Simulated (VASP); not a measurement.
Here is a VASP 6.6.1 calculation.

The input INCAR:

```
SYSTEM = TiC
ALGO = Normal
EDIFF = 1E-7
ENCUT = 520
GGA = PE
ISIF = 2
ISMEAR = 0
LASPH = .TRUE.
LCHARG = .FALSE.
LREAL = .FALSE.
LWAVE = .FALSE.
NBANDS = 15
NELM = 100
PREC = Accurate
SIGMA = 0.1
```

The input KPOINTS:

```
k-points
0
G
  16 16 16
  0 0 0
```

Contents of POSCAR:

```
TiC
1.0
    0.0000000000      2.1878617422      2.1878617422
    2.1878617422      0.0000000000      2.1878617422
    2.1878617422      2.1878617422      0.0000000000
Ti C
1 1
Direct
    0.0000000000      0.0000000000      0.0000000000
    0.5000000000      0.5000000000      0.5000000000
```

Potentials or basis: VASP PAW PBE potentials, release 64 (Ti_sv, C).

Launch:

```bash
$ cat potpaw_PBE.64/Ti_sv/POTCAR potpaw_PBE.64/C/POTCAR > POTCAR
$ mpirun -np 1 vasp_std > vasp.out
```

Problem. Estimate the band gap on the k mesh.

Solution. Zero (bands 8 and 9 overlap by 1.08 eV).

Problem. Estimate the pressure.

Solution. -6.7 GPa.

Caveat: the cell stands under tension.
